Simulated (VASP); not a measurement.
# HC8 in VASP: single point with PBEsol

Aim: the single point of HC8 with PBEsol.

Program: VASP 6.6.1. These are calculated values, not measurements. Logs are shortened: lines on timing, memory, paths and dates and some standing lists are left out, and cuts for length are marked.

## Step 1: The cell of the first run

The cell holds a slab with vacuum, 36 atoms: a = 2.513 Å, b = 3.554 Å, c = 34.347 Å, α = 90.00°, β = 90.00°, γ = 90.00°.

## Step 2: Single point, PBEsol

File INCAR:

```
  ALGO = Normal
  EDIFF = 1E-6
  ENCUT = 520
  GGA = PS
  ISIF = 2
  ISMEAR = -1
  LASPH = True
  LCHARG = True
  LELF = True
  LREAL = Auto
  LVHAR = True
  LWAVE = False
  NBANDS = 90
  NELM = 100
  PREC = Accurate
  SIGMA = 0.05
```

File KPOINTS:

```
k-points
0
Gamma
  6 4 1
```

File POSCAR:

```
HC8
1.0
    1.7769010000     -1.7769010000      0.0000000000
    0.0000000000      0.0000000000      3.5538030000
  -24.2869160000    -24.2869160000      0.0000000000
C H
32 4
Direct
    0.0013910000      0.0023480000      0.6645710000
    0.0008790000      0.0015750000      0.5181790000
    0.0006490000      0.0005130000      0.3718000000
    0.0010260000      0.9946550000      0.2261870000
    0.0010850000      0.2579560000      0.7736280000
    0.0011570000      0.2522460000      0.6279750000
    0.0007320000      0.2514280000      0.4815890000
    0.0008470000      0.2501600000      0.3352200000
    0.0012740000      0.0019260000      0.7378300000
    0.0010540000      0.0018460000      0.5914030000
    0.0009660000      0.0011000000      0.4449910000
    0.0009230000      0.0001280000      0.2986270000
    0.0013650000      0.2521940000      0.7011440000
    0.0009170000      0.2518300000      0.5547990000
    0.0006730000      0.2507630000      0.4083980000
    0.0007130000      0.2507380000      0.2619770000
    0.5010810000      0.4974810000      0.7736330000
    0.5012950000      0.5021600000      0.6279770000
    0.5007120000      0.5013850000      0.4816010000
    0.5006790000      0.5000540000      0.3352170000
    0.5013310000      0.7533310000      0.7378290000
    0.5010180000      0.7518480000      0.5913770000
    0.5007550000      0.7510940000      0.4449970000
    0.5006800000      0.7498770000      0.2986410000
    0.5012400000      0.5023960000      0.7011450000
    0.5008560000      0.5018010000      0.5547780000
    0.5007870000      0.5007830000      0.4084080000
    0.5009200000      0.4992460000      0.2619600000
    0.5011770000      0.7523260000      0.6645650000
    0.5008390000      0.7516550000      0.5182010000
    0.5008760000      0.7504450000      0.3718090000
    0.5009830000      0.7551890000      0.2261720000
    0.0009280000      0.1654040000      0.1993180000
    0.0012460000      0.0863300000      0.8004350000
    0.5012740000      0.6677400000      0.8005430000
    0.5009740000      0.5843410000      0.1993140000
```

Potentials or basis: VASP PAW PBE potentials, release 64 (C, H).

Command:

```
$ cat potpaw_PBE.64/C/POTCAR potpaw_PBE.64/H/POTCAR > POTCAR
$ mpirun -np 1 vasp_std > vasp.out
```

OUTCAR:

```text
EDIFF = 1E-6
   ENCUT = 520
   GGA = PS
   ISIF = 2
   ISMEAR = -1
   LASPH = True
   LREAL = Auto
   NELM = 100
   PREC = Accurate

 ion  position               nearest neighbor table
   1  0.001  0.002  0.665-  13 1.54  29 1.54   6 1.54  29 1.54
   2  0.001  0.002  0.518-  30 1.54  30 1.54   7 1.54  14 1.54
   3  0.001  0.001  0.372-   8 1.54  31 1.54  31 1.54  15 1.54
   4  0.001  0.995  0.226-  33 1.10  32 1.52  32 1.52  16 1.53
   5  0.001  0.258  0.774-  34 1.10  17 1.52  17 1.52   9 1.53
   6  0.001  0.252  0.628-  18 1.54  18 1.54   1 1.54  10 1.54
[... 24 lines left out ...]
  31  0.501  0.750  0.372-   3 1.54  27 1.54   3 1.54  20 1.54
  32  0.501  0.755  0.226-  36 1.10   4 1.52   4 1.52  28 1.53
  33  0.001  0.165  0.199-   4 1.10
  34  0.001  0.086  0.800-   5 1.10
  35  0.501  0.668  0.801-  17 1.10
  36  0.501  0.584  0.199-  32 1.10

  LATTYP: Found a simple orthorhombic cell.
 ALAT       =     2.5129174932
 B/A-ratio  =     1.4142139603
 C/A-ratio  =    13.6681312015

  Lattice vectors:

 A1 = (   1.7769010000,  -1.7769010000,   0.0000000000)
 A2 = (   0.0000000000,   0.0000000000,   3.5538030000)
 A3 = ( -24.2869160000, -24.2869160000,   0.0000000000)

Analysis of symmetry for initial positions (statically):
=====================================================================
 Subroutine PRICEL returns:
 Original cell was already a primitive cell.

 Routine SETGRP: Setting up the symmetry group for a
 simple orthorhombic supercell.

 Subroutine GETGRP returns: Found  1 space group operations
 (whereof  1 operations were pure point group operations)
 out of a pool of  8 trial point group operations.

The static configuration has the point symmetry C_1 .

Analysis of symmetry for dynamics (positions and initial velocities):
=====================================================================
 Subroutine PRICEL returns:
 Original cell was already a primitive cell.

 Routine SETGRP: Setting up the symmetry group for a
 simple orthorhombic supercell.

 Subroutine GETGRP returns: Found  1 space group operations
 (whereof  1 operations were pure point group operations)
 out of a pool of  8 trial point group operations.

The dynamic configuration has the point symmetry C_1 .

 Subroutine INISYM returns: Found  1 space group operations
 (whereof  1 operations are pure point group operations),
 and found     1 'primitive' translations

----------------------------------------------------------------------------------------

                                     Primitive cell

  volume of cell :     306.7319

  direct lattice vectors                    reciprocal lattice vectors
     1.776901000 -1.776901000  0.000000000     0.281388777 -0.281388777  0.000000000
     0.000000000  0.000000000  3.553803000     0.000000000  0.000000000  0.281388698
   -24.286916000-24.286916000  0.000000000    -0.020587217 -0.020587217  0.000000000

  length of vectors
     2.512917493  3.553803000 34.346885995     0.397943825  0.281388698  0.029114721

  position of ions in fractional coordinates (direct lattice)
     0.001391000  0.002348000  0.664571000
     0.000879000  0.001575000  0.518179000
     0.000649000  0.000513000  0.371800000
     0.001026000  0.994655000  0.226187000
     0.001085000  0.257956000  0.773628000
     0.001157000  0.252246000  0.627975000
[... 28 lines left out ...]
     0.501274000  0.667740000  0.800543000
     0.500974000  0.584341000  0.199314000

  ion indices of the primitive-cell ions
   primitive index   ion index
                 1           1
                 2           2
                 3           3
                 4           4
                 5           5
                 6           6
[... 28 lines left out ...]
                35          35
                36          36

----------------------------------------------------------------------------------------

 KPOINTS: k-points

Automatic generation of k-mesh.
 Grid dimensions read from file:
 generate k-points for:    6    4    1

 Generating k-lattice:

  Cartesian coordinates                     Fractional coordinates (reciprocal lattice)
     0.046898130 -0.046898130  0.000000000     0.166666667  0.000000000  0.000000000
     0.000000000  0.000000000  0.070347175     0.000000000  0.250000000  0.000000000
    -0.020587217 -0.020587217  0.000000000     0.000000000  0.000000000  1.000000000

  Length of vectors
     0.066323971  0.070347175  0.029114721

  Shift w.r.t. Gamma in fractional coordinates (k-lattice)
     0.000000000  0.000000000  0.000000000

 Subroutine IBZKPT returns following result:
 ===========================================

 Found     14 irreducible k-points:

 Following reciprocal coordinates:
            Coordinates               Weight
  0.000000  0.000000  0.000000      1.000000
  0.166667  0.000000  0.000000      2.000000
  0.333333  0.000000  0.000000      2.000000
  0.500000  0.000000  0.000000      1.000000
  0.000000  0.250000  0.000000      2.000000
  0.166667  0.250000  0.000000      2.000000
  0.166667 -0.250000  0.000000      2.000000
  0.333333  0.250000  0.000000      2.000000
  0.333333 -0.250000  0.000000      2.000000
  0.500000  0.250000  0.000000      2.000000
  0.000000  0.500000  0.000000      1.000000
  0.166667  0.500000  0.000000      2.000000
  0.333333  0.500000  0.000000      2.000000
  0.500000  0.500000  0.000000      1.000000
   k-points           NKPTS =     14   k-points in BZ     NKDIM =     14   number of bands    NBANDS=     90
   number of dos      NEDOS =    301   number of ions     NIONS =     36
   total plane-waves  NPLWV = 143360
   dimension x,y,z NGX =    20 NGY =   28 NGZ =  256
   dimension x,y,z NGXF=    40 NGYF=   56 NGZF=  512
   ions per type =              32   4
   NGX,Y,Z   is equivalent  to a cutoff of  13.23, 13.10, 12.39 a.u.
   NGXF,Y,Z  is equivalent  to a cutoff of  26.46, 26.20, 24.78 a.u.
 SYSTEM =  unknown system
   PREC   = accura    normal or accurate (medium, high low for compatibility)
   ISTART =      0    job   : 0-new  1-cont  2-samecut
   ICHARG =      2    charge: 1-file 2-atom 10-const
   ISPIN  =      1    spin polarized calculation?
   LNONCOLLINEAR =      F non collinear calculations
   LSORBIT =      F    spin-orbit coupling
   LASPH  =      T    aspherical Exc in radial PAW
   ENCUT  =  520.0 eV  38.22 Ry    6.18 a.u.   4.67  6.61 63.86*2*pi/ulx,y,z
   NELM   =    100;   NELMIN=  2; NELMDL= -5     # of ELM steps
   EDIFF  = 0.1E-05   stopping-criterion for ELM
   LREAL  =      T    real-space projection
   EDIFFG = 0.1E-04   stopping-criterion for IOM
   NSW    =      0    number of steps for IOM
   IBRION =     -1    ionic relax: 0-MD 1-quasi-New 2-CG
   NFREE  =      0    steps in history (QN), initial steepest desc. (CG)
   ISIF   =      2    stress and relaxation
   ISYM   =      2    0-nonsym 1-usesym 2-fastsym
   POTIM  = 0.5000    time-step for ionic-motion
   TEBEG  =    0.0;   TEEND  =   0.0 temperature during run
   PSTRESS=    0.0 pullay stress
   NELECT =     132.0000    total number of electrons
   NUPDOWN=      -1.0000    fix difference up-down
   EMIN   =  10.00;   EMAX   =-10.00  energy-range for DOS
   EFERMI =   0.00;   METHOD = LEGACY
   ISMEAR =    -1;   SIGMA  =   0.05  broadening in eV -4-tet -1-fermi 0-gaus
   EFERMI_NEDOS =   21; number of points for ismear=-14 and -15
   IALGO  =     38    algorithm
   IMIX   =      4    mixing-type and parameters
     AMIX     =   0.40;   BMIX     =  1.00
     AMIX_MAG =   1.60;   BMIX_MAG =  1.00
  volume/ion in A,a.u.               =       8.52        57.50
  Fermi-wavevector in a.u.,A,eV,Ry     =   1.235985  2.335673 20.785057  1.527659
  Thomas-Fermi vector in A             =   2.370612
   LORBIT       =      0    0 simple, 1 ext, 2 COOP (PROOUT), +10 PAW based schemes
   GGA     = PS    functional components
   LHFCALC =     F    Hartree Fock is set to
   AEXX    =    0.0000 exact exchange contribution
   IVDW    =     0    specifies the selected vdW correction
   LEPSILON=     F    determine dielectric tensor
   LRPA    =     F    only Hartree local field effects (RPA)
 non-spin polarized calculation
  energy-cutoff  :      520.00
  volume of cell :      306.73
 maximum number of plane-waves:      8310
 NGX is ok and might be reduce to    20
   NGX =  9   NGY = 13   NGZ =127

 number of electron     132.0000011 magnetization

 Free energy of the ion-electron system (eV)
  ---------------------------------------------------
  ext. energy  EPLUGINS =         0.00000000
  ---------------------------------------------------
  free energy    TOTEN  =      -321.89753404 eV

  energy without entropy =     -321.89753404  energy(sigma->0) =     -321.89753404

 E-fermi :   5.6992     XC(G=0):  -8.7179

 val. band max:        4.6951540027   @ k =   0.0000   0.0000   0.0000
 cond. band min:       6.7016914674   @ k =   0.0000   0.0000   0.0000
 fundamental gap:      2.0065374648
 Fermi energy:         5.6991808208

 k-point     1 :       0.0000    0.0000    0.0000
  band No.  band energies     occupation
      1     -16.8613      2.00000
      2     -16.6700      2.00000
      3     -16.3515      2.00000
      4     -15.9084      2.00000
      5     -15.3421      2.00000
      6     -14.6549      2.00000
[... 70 lines left out ...]
     77      10.3846      0.00000
     78      10.4258      0.00000

 k-point     2 :       0.1667    0.0000    0.0000
  band No.  band energies     occupation
      1     -16.3441      2.00000
      2     -16.1537      2.00000
      3     -15.8367      2.00000
      4     -15.3958      2.00000
      5     -14.8323      2.00000
      6     -14.1485      2.00000
[... 70 lines left out ...]
     77      10.5474      0.00000
     78      10.7976      0.00000
[... 889 lines left out ...]
     77      12.7474      0.00000
     78      12.7498      0.00000

 k-point    14 :       0.5000    0.5000    0.0000
  band No.  band energies     occupation
      1     -10.9741      2.00000
      2     -10.9730      2.00000
      3     -10.8080      2.00000
      4     -10.8063      2.00000
      5     -10.5311      2.00000
      6     -10.5298      2.00000
[... 70 lines left out ...]
     77      13.1296      0.00000
     78      13.1338      0.00000
 [bands above 78 left out]

------------------------ aborting loop because EDIFF is reached ----------------------------------------

  FORCE on cell =-STRESS in cart. coord.  units (eV):
  Direction    XX          YY          ZZ          XY          YZ          ZX
  --------------------------------------------------------------------------------------
  -------------------------------------------------------------------------------------
  Total        2.1866083      2.1443987      5.4828731     -1.4616443      0.2290731      0.2179571
  in kB       11.4214866     11.2010098     28.6391305     -7.6347236      1.1965360      1.1384730
  external PRESSURE =      17.0872090 kB  Pullay stress =       0.0000000 kB

 VOLUME and BASIS-vectors are now :
 -----------------------------------------------------------------------------
  energy-cutoff  :      520.00
  volume of cell :      306.73
      direct lattice vectors                 reciprocal lattice vectors
     1.776901000 -1.776901000  0.000000000     0.281388777 -0.281388777  0.000000000
     0.000000000  0.000000000  3.553803000     0.000000000  0.000000000  0.281388698
   -24.286916000-24.286916000  0.000000000    -0.020587217 -0.020587217  0.000000000

 POSITION                                       TOTAL-FORCE (eV/Angst)
 -----------------------------------------------------------------------------------
    -16.13791    -16.14285      0.00834        -0.005091      0.020164     -0.013188
    -12.58341    -12.58653      0.00560        -0.015012     -0.012217      0.006735
     -9.02872     -9.03103      0.00182         0.003716     -0.020340     -0.013600
     -5.49156     -5.49521      3.53481         0.012946      0.025324      0.015493
    -18.78711    -18.79097      0.91672         0.009030     -0.000762     -0.029713
    -15.24952    -15.25363      0.89643         0.003124     -0.013177     -0.018961
[... 28 lines left out ...]
    -18.55201    -20.33343      2.37302        -0.004325     -0.002647      0.021443
     -3.95054     -5.73090      2.07663         0.015516      0.015142     -0.014063
 -----------------------------------------------------------------------------------
    total drift:                               -0.036139      0.000378     -0.016486

  FREE ENERGIE OF THE ION-ELECTRON SYSTEM (eV)
  ---------------------------------------------------
  free  energy   TOTEN  =      -321.8975340369 eV

  energy  without entropy=     -321.8975340364  energy(sigma->0) =     -321.89753404
```

Run time: 28 min. Hardware: 1 thread of Intel Xeon 8259CL, shared host; peak memory 0.5 GiB.

Results:

| Quantity | Value |
| --- | --- |
| Free energy | -321.8975 eV |
| Largest force | 0.039 eV/Å |
| Band gap on the k mesh | 2.01 eV |

Forces in eV/Å, atoms in the order of the input:
```
C   -0.005  0.020 -0.013
C   -0.015 -0.012  0.007
C    0.004 -0.020 -0.014
C    0.013  0.025  0.015
C    0.009 -0.001 -0.030
C    0.003 -0.013 -0.019
C    0.002 -0.009 -0.007
C   -0.003  0.013  0.000
C    0.016  0.012 -0.029
C    0.011  0.019  0.013
C   -0.017  0.014 -0.003
C   -0.029  0.000  0.010
C   -0.019  0.003  0.011
C    0.013  0.014 -0.009
C    0.004 -0.008  0.006
C    0.017 -0.015  0.013
C   -0.017 -0.025 -0.016
C   -0.004  0.015 -0.005
C    0.007 -0.002  0.001
C    0.000 -0.018  0.025
C   -0.006  0.006  0.009
C   -0.013 -0.015  0.015
C    0.010 -0.006  0.001
C    0.026  0.000  0.000
C   -0.006 -0.011  0.031
C   -0.012 -0.026 -0.002
C   -0.003  0.008 -0.002
C   -0.033 -0.011 -0.017
C    0.015 -0.008 -0.006
C    0.029  0.022 -0.008
C   -0.006  0.020  0.004
C    0.006  0.002 -0.007
H    0.013  0.011  0.017
H   -0.018 -0.017 -0.001
H   -0.004 -0.003  0.021
H    0.016  0.015 -0.014
```

Levels at points of the mesh, in eV from the valence-band top:
```csv
k point,band 62,band 63,band 64,band 65,band 66,band 67,band 68,band 69,band 70,band 71
"(0.00, 0.00, 0.00)",-0.35,-0.21,-0.18,-0.13,0.00,2.01,2.03,3.30,4.21,4.72
"(0.50, 0.00, 0.00)",-4.59,-3.79,-3.79,-3.22,-3.22,4.65,4.66,4.71,4.72,4.97
"(0.00, 0.50, 0.00)",-2.84,-2.83,-2.82,-2.54,-2.54,4.14,4.14,4.54,4.54,4.94
"(0.50, 0.50, 0.00)",-3.22,-2.99,-2.99,-2.90,-2.90,6.60,6.61,6.61,6.61,8.21
```

Caveat: the k points lie up to 0.44 Å⁻¹ apart; the PAW data sets were made with another functional, which shifts forces and pressure a little.
